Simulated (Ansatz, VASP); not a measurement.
**SrO in VASP and in Ansatz**

The input INCAR:

```
ALGO = Normal
EDIFF = 1E-6
ENCUT = 520
GGA = PS
ISIF = 2
ISMEAR = 0
LASPH = True
LCHARG = False
LREAL = False
LWAVE = False
NBANDS = 15
NELM = 100
PREC = Accurate
SIGMA = 0.05
```

File KPOINTS:

```
k-points
0
Gamma
  8 8 8
```

Contents of POSCAR:

```
SrO
1.0
    0.0385470000      2.5698000000      2.5698000000
    2.6083470000      0.0000000000      2.6083470000
    2.5698000000      2.5698000000      0.0385470000
Sr O
1 1
Direct
    0.0000000000      0.0000000000      0.0000000000
    0.5000000000      0.5000000000      0.5000000000
```

Input for Ansatz:

```yaml
crystal:
  lattice:
    - [0.038547, 2.5698, 2.5698]
    - [2.608347, 0.0, 2.608347]
    - [2.5698, 2.5698, 0.038547]
  atoms:
    - { symbol: Sr, position: [0.0, 0.0, 0.0] }
    - { symbol: O, position: [0.5, 0.5, 0.5] }
basis:
  ecutwfc: 420
kpoints:
  mp_grid: { grid: [8, 8, 8] }
hamiltonian:
  xc: pbesol
scf:
  occupations: { method: gaussian, width: 0.05 }
output:
  forces: true
  stress: true
  eigenvalues: true
```

Change from the starting cell: strain +0.0300 x Voigt [0, 0, 0, 0, 1, 0], atoms carried along.

Alike in both runs: task single point; functional PBEsol; k mesh 8 × 8 × 8; occupations gaussian, width 0.05 eV; no spin polarisation.

|  | VASP | Ansatz |
| --- | --- | --- |
| version | VASP 6.6.1 | Ansatz 0.2.0 |
| potentials or method | VASP PAW PBE potentials, release 64 (Sr_sv, O), cutoff 520 eV | scalar-relativistic, plane waves, PAW |
| valence electrons in the cell | 16 | 16 |

Ansatz gave:

* gap on the k mesh at the Fermi level (eV): 3.16
* least direct gap on the mesh (eV): 3.24
* pressure (GPa): -0.9
* traceless stress, the component that is largest in VASP (GPa): -1.65

Problem. What did VASP give for the same quantities?

Solution. gap on the k mesh at the Fermi level (eV): 3.12; least direct gap on the mesh (eV): 3.20; pressure (GPa): -0.3; traceless stress, the component that is largest in VASP (GPa): -1.65.

VASP's potentials were made for PBE, not for PBEsol. With one functional, cell and mesh, what is left measures potentials, basis and numerics.
